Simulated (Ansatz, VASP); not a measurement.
# One calculation of Te2Mo, two programs

```
Te Mo
1.0
     3.50400    0.00000    0.00000
    -1.75200    3.03455    0.00000
     0.00000    0.00000   33.26988
Te Mo
2 1
Direct
  0.33333 0.66667 0.45107
  0.33333 0.66667 0.54893
  0.66667 0.33333 0.50000
```

Alike in both runs: task single point; functional PBE; dispersion D3(BJ); k mesh 9 × 9 × 1; occupations gaussian, width 0.02 eV; no spin polarisation.

```csv
,VASP,Ansatz
version,VASP 6.6.1,Ansatz 0.2.0
potentials or method,"VASP PAW PBE potentials, release 64 (Te, Mo_sv), cutoff 520 eV","scalar-relativistic, plane waves, PAW"
valence electrons in the cell,26,46
```

Ansatz gave:

```
gap on the k mesh at the Fermi level (eV) : 0.84
least direct gap on the mesh (eV)         : 0.93
rms of the force components (eV/Å)        : 1.580
```

Which values does VASP return?

gap on the k mesh at the Fermi level (eV): 0.82; least direct gap on the mesh (eV): 0.92; rms of the force components (eV/Å): 1.596.

VASP's potentials hold 26 valence electrons a cell and Ansatz's 46, so a difference there can come from the potentials and not from the codes.

Spin-orbit coupling is off throughout.
